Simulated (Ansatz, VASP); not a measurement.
**One calculation of LiCl, two programs**

```
CELL_PARAMETERS angstrom
0.00000 2.55587 2.55587
2.55587 0.00000 2.55587
2.55587 2.55587 0.00000
ATOMIC_POSITIONS crystal
Li 0.00000 0.00000 0.00000
Cl 0.50000 0.50000 0.50000
```

Alike in both runs: functional r2SCAN; k mesh 8 × 8 × 8; occupations gaussian, width 0.02 eV; no spin polarisation.

Ansatz relaxed the structure, and its values are those at the end. VASP's run is a single point on that final structure, the one shown.

|  | VASP | Ansatz |
| --- | --- | --- |
| version | VASP 6.6.1 | Ansatz 0.2.0 |
| potentials or method | VASP PAW PBE potentials, release 64 (Li_sv, Cl), cutoff 520 eV | scalar-relativistic, plane waves, PAW |
| valence electrons in the cell | 10 | 10 |

|  | VASP | Ansatz | Ansatz less VASP |
| --- | --- | --- | --- |
| gap on the k mesh at the Fermi level (eV) | 7.36 | 7.29 | -0.069 |
| least direct gap on the mesh (eV) | 7.36 | 7.29 | -0.069 |

VASP's potentials were made for PBE, not for r2SCAN.

Noted on VASP's run: the cutoff is under 1.25 times that of the potentials, so the pressure is a little rough.
